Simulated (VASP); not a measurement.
A run of VASP 6.6.1 is set up as follows.

The input INCAR:

```
PREC     = Accurate       # precision mode
ENCUT    = 520            # plane-wave cutoff, eV
EDIFF    = 1E-7           # SCF threshold, eV
ISMEAR   = 0              # smearing method
SIGMA    = 0.1            # smearing width, eV
LREAL    = F              # projectors in reciprocal space
LASPH    = T              # aspherical terms in the spheres
NELM     = 80             # most SCF steps
ALGO     = Fast           # electronic algorithm
ISIF     = 2              # what is computed and relaxed
LWAVE    = F              # write WAVECAR
LCHARG   = F              # write CHGCAR
GGA      = PS             # functional
NBANDS   = 33             # bands
```

Contents of KPOINTS:

```
Automatic mesh
0
Gamma
  12 12 8
```

POSCAR

```
SiNi2
1.0
    4.1005713989      0.0000000000      0.0000000000
   -2.0502856994      3.5511990014      0.0000000000
    0.0000000000      0.0000000000      5.2120043724
Si Ni
2 4
Direct
    0.3333333333      0.6666666667      0.7500000000
    0.6666666667      0.3333333333      0.2500000000
    0.0000000000      0.0000000000      0.0000000000
    0.0000000000      0.0000000000      0.5000000000
    0.3333333333      0.6666666667      0.2500000000
    0.6666666667      0.3333333333      0.7500000000
```

Potentials or basis: VASP PAW PBE potentials, release 64 (Si, Ni).

Command:

```sh
$ cat potpaw_PBE.64/Si/POTCAR potpaw_PBE.64/Ni/POTCAR > POTCAR
$ mpirun -np 1 vasp_std > vasp.out
```

Task: What does it give for the band gap on the k mesh?

Result: Zero (band 24 reaches 11.00 eV, above the bottom of band 25 at 8.42 eV).

Task: What does it give for the pressure?

Result: -26.3 GPa.

Stress tensor (GPa, compression positive):
```
-27.67   0.00   0.00
  0.00 -27.67   0.00
  0.00   0.00 -23.49
```

Caveat: the cell differs from its parent crystal (equal strain along all axes, cell held: +6.0 %); the PAW data sets were made with another functional, which shifts forces and pressure a little. Spin polarisation is off, so any magnetic state and its effect on volume and gap are missing.
